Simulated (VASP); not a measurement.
Write the native input for VASP 6.6.1 that does the following.

* Task: single point
* Functional: PBE
* Potentials or basis: VASP PAW PBE potentials, release 64 (C, H)
* Cutoff: 520 eV
* k mesh: 4 × 3 × 1
* Occupations: gaussian, width 0.1 eV
* Spin: no spin polarisation
* Dipole correction: yes
* Further INCAR settings: LREAL = Auto; ALGO = Normal; EDIFF = 1e-06; NBANDS = 58

The structure of HC10 lies in POSCAR:

```
HC10
1.0
    8.5436715410      0.0000000000      0.0000000000
   -2.1359178852      8.6110540228      0.0000000000
    0.0000000000      0.0000000000     22.7788015587
C H
20 2
Direct
    0.0782061927      0.9794914374      0.1756018634
    0.5782061927      0.9794914374      0.1756018634
    0.4115395260      0.9794914374      0.1756018634
    0.9115395260      0.9794914374      0.1756018634
    0.3230790520      0.9589828748      0.2291807119
    0.8230790520      0.9589828748      0.2291807119
    0.1564123854      0.9589828748      0.2291807119
    0.6564123854      0.9589828748      0.2291807119
    0.0669021191      0.9383827998      0.2826780623
    0.5669021191      0.9383827998      0.2826780623
    0.4022889535      0.9383826011      0.2826780666
    0.9022889535      0.9383826011      0.2826780666
    0.3111130358      0.9176686260      0.3364248459
    0.8111130358      0.9176686260      0.3364248459
    0.1477209834      0.9176686383      0.3364247639
    0.6477209834      0.9176686383      0.3364247639
    0.0473696299      0.8987954532      0.3853929922
    0.5473696299      0.8987954532      0.3853929922
    0.4020260968      0.8987947219      0.3853934781
    0.9020260968      0.8987947219      0.3853934781
    0.2399151377      0.2321282990      0.4191963509
    0.3276994113      0.2321282990      0.4191963509
```

One way to write it, as run:

INCAR

```
ALGO     = Normal         # electronic algorithm
DIPOL    = 0.5 0.5 0.294
EDIFF    = 1E-6           # SCF threshold, eV
ENCUT    = 520            # plane-wave cutoff, eV
GGA      = PE             # functional
IDIPOL   = 3            
ISIF     = 2              # what is computed and relaxed
ISMEAR   = 0              # smearing method
LASPH    = T              # aspherical terms in the spheres
LCHARG   = T              # write CHGCAR
LDIPOL   = T            
LELF     = T              # ELF
LREAL    = Auto         
LVACPOTAV= T            
LVHAR    = T            
LWAVE    = F              # write WAVECAR
NBANDS   = 58             # bands
NELM     = 100            # most SCF steps
PREC     = Accurate       # precision mode
SIGMA    = 0.1            # smearing width, eV
```

KPOINTS

```
k-points
0
Gamma
  4 3 1
```

Potentials or basis: VASP PAW PBE potentials, release 64 (C, H).

Command:

```console
$ cat potpaw_PBE.64/C/POTCAR potpaw_PBE.64/H/POTCAR > POTCAR
$ mpirun -np 1 vasp_std > vasp.out
```

It gave:

- Largest force: 6.912 eV/Å
- Band gap on the k mesh: 0.26 eV (least direct gap 0.36 eV)

Wall time 20 min on 1 thread of Intel(R) Xeon(R) 6975P-C (Granite Rapids), with other jobs on the host, peak memory 1.6 GiB.
